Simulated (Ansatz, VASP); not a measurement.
Two plane-wave programs on SiO2

```
CELL_PARAMETERS angstrom
4.96312 0.00000 0.00000
-2.48156 4.29819 0.00000
0.00000 0.00000 5.69060
ATOMIC_POSITIONS crystal
Si 0.00000 0.50000 0.33333
Si 0.50000 0.50000 0.66667
Si 0.50000 0.00000 0.00000
O 0.58439 0.79220 0.83333
O 0.79220 0.58439 0.50000
O 0.79220 0.20780 0.16667
O 0.41561 0.20780 0.83333
O 0.20780 0.41561 0.50000
O 0.20780 0.79220 0.16667
```

Change from the starting cell: strain -0.015 along x and y, +0.030 along z, atoms carried along.

Alike in both runs: task single point; functional LDA; k mesh 6 × 6 × 4; occupations gaussian, width 0.05 eV; no spin polarisation.

```csv
,VASP,Ansatz
version,VASP 6.6.1,Ansatz 0.2.0
potentials or method,"VASP PAW LDA potentials, release 64 (Si, O), cutoff 520 eV","scalar-relativistic, plane waves, PAW"
valence electrons in the cell,48,48
```

Ansatz gave:

```
gap on the k mesh at the Fermi level (eV)                     : 5.42
least direct gap on the mesh (eV)                             : 5.54
pressure (GPa)                                                : -0.1
traceless stress, the component that is largest in VASP (GPa) : -2.21
rms of the force components (eV/Å)                            : 0.025
```

Problem. Which values does VASP return?

Solution. gap on the k mesh at the Fermi level (eV): 5.42; least direct gap on the mesh (eV): 5.54; pressure (GPa): 0.5; traceless stress, the component that is largest in VASP (GPa): -2.13; rms of the force components (eV/Å): 0.030.

LDA's correlation is that of Perdew and Zunger in VASP and of Perdew and Wang (1992) in Ansatz. Atom by atom the forces differ by 0.004 eV/Å (rms over components).
